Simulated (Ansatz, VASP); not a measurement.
# One calculation of SiC, two programs

```
CELL_PARAMETERS angstrom
0.00000 2.22077 2.22077
2.22077 0.00000 2.22077
2.22077 2.22077 0.00000
ATOMIC_POSITIONS crystal
Si 0.00000 0.00000 0.00000
C 0.25000 0.25000 0.25000
```

Alike in both runs: task single point; functional r2SCAN; k mesh 8 × 8 × 8; no spin polarisation.

|  | VASP | Ansatz |
| --- | --- | --- |
| version | VASP 6.6.1 | Ansatz 0.2.0 |
| potentials or method | VASP PAW PBE potentials, release 64 (Si, C) | plane waves, PAW |
| plane-wave cutoff (eV) | 520 | 500 |
| occupations | gaussian, width 0.01 eV | fixed |
| valence electrons in the cell | 8 | 8 |

```tsv
	VASP	Ansatz	Ansatz less VASP
gap on the k mesh at the Fermi level (eV)	1.76	1.75	-0.010
pressure (GPa)	-11.9	-11.8	+0.14
```

VASP's potentials were made for PBE, not for r2SCAN.
